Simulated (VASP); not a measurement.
Set up this calculation in VASP 6.6.1, as the native input.

```
Task                               : single point
Functional                         : HSE06
Potentials or basis                : VASP PAW PBE potentials, release 64 (Al)
Cutoff                             : 400 eV
k mesh                             : 10 × 10 × 10
Occupations                        : gaussian, width 0.05 eV
Spin                               : no spin polarisation
Dipole correction                  : no
Grid for exact exchange (PRECFOCK) : Normal
Further INCAR settings             : ALGO = Normal; EDIFF = 1e-06; NBANDS = 8
Share of exact exchange            : 0.25
Screening parameter                : 0.2079 1/Å
```

The system is Al.

```xyz
1
Lattice="-1.6145 1.6145 1.6145 1.6145 -1.6145 1.6145 1.6145 1.6145 -1.6145" Properties=species:S:1:pos:R:3 pbc="T T T"
Al    0.0000    0.0000    0.0000
```

This isn't the form of Al at room conditions, which is fcc.

These files were run (other wordings do the same):

POSCAR

```
Al
1.0
   -1.6145331612      1.6145331612      1.6145331612
    1.6145331612     -1.6145331612      1.6145331612
    1.6145331612      1.6145331612     -1.6145331612
Al
1
Direct
    0.0000000000      0.0000000000      0.0000000000
```

INCAR.step1

```
PREC = Accurate
ENCUT = 400
EDIFF = 1E-5
ISMEAR = 0
SIGMA = 0.05
LREAL = F
LASPH = T
NELM = 120
ALGO = Normal
ISIF = 2
LWAVE = T
GGA = PE
NBANDS = 8
GGA_COMPAT = F
```

INCAR.step2

```
PREC = Accurate
ENCUT = 400
EDIFF = 1E-6
ISMEAR = 0
SIGMA = 0.05
LREAL = F
LASPH = T
NELM = 120
ALGO = Normal
ISIF = 2
LWAVE = F
LCHARG = T
GGA = PE
LHFCALC = T
HFSCREEN = 0.2079
PRECFOCK = Normal
LELF = T
LVHAR = T
ISTART = 1
NBANDS = 8
GGA_COMPAT = F
```

KPOINTS

```
Automatic mesh
0
Gamma
  10 10 10
```

Potentials or basis: VASP PAW PBE potentials, release 64 (Al).

The run is started by

```bash
$ cat potpaw_PBE.64/Al/POTCAR > POTCAR
$ cp INCAR.step1 INCAR
$ mpirun -np 1 vasp_std > vasp.out
$ cp INCAR.step2 INCAR
$ mpirun -np 1 vasp_std > vasp.out
```

Results of the run:

```yaml
Pressure: 0.1 GPa
Band_gap_on_the_k_mesh: zero (an odd number of electrons rules out a gap without spin polarisation)
```

Caveat: the PAW data sets were made with another functional, which shifts forces and pressure a little.

It took 10 min on 1 thread of Intel Xeon 8259CL (shared host), peak memory 0.23 GiB.
